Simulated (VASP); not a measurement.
A run of VASP 6.6.1:

The input INCAR:

```
SYSTEM = K
  PREC = Accurate
  ENCUT = 520
  EDIFF = 1E-8
  ISMEAR = -1
  SIGMA = 0.08
  LREAL = .FALSE.
  LASPH = .TRUE.
  NELM = 80
  ALGO = Normal
  ISIF = 2
  LWAVE = .FALSE.
  LCHARG = .FALSE.
  GGA = PS
  LEFG = .TRUE.
  NBANDS = 10
```

KPOINTS

```
regular mesh
0
G
  10 10 10
  0 0 0
```

The input POSCAR:

```
K
1.0
   -2.6004290008      2.6004290008      2.6004290008
    2.6004290008     -2.6004290008      2.6004290008
    2.6004290008      2.6004290008     -2.6004290008
K
1
Direct
    0.0000000000      0.0000000000      0.0000000000
```

Potentials or basis: VASP PAW PBE potentials, release 64 (K_sv).

Launch:

```sh
$ cat potpaw_PBE.64/K_sv/POTCAR > POTCAR
$ mpirun -np 1 vasp_std > vasp.out
```

Hardware: 1 thread of Intel(R) Xeon(R) 6975P-C (Granite Rapids) (shared host).

Q: Estimate the wall time of this run.

A: It took 15 s on 1 thread of Intel(R) Xeon(R) 6975P-C (Granite Rapids) (shared host), peak memory 0.2 GiB. Counts: scf iterations 14, k points 47.
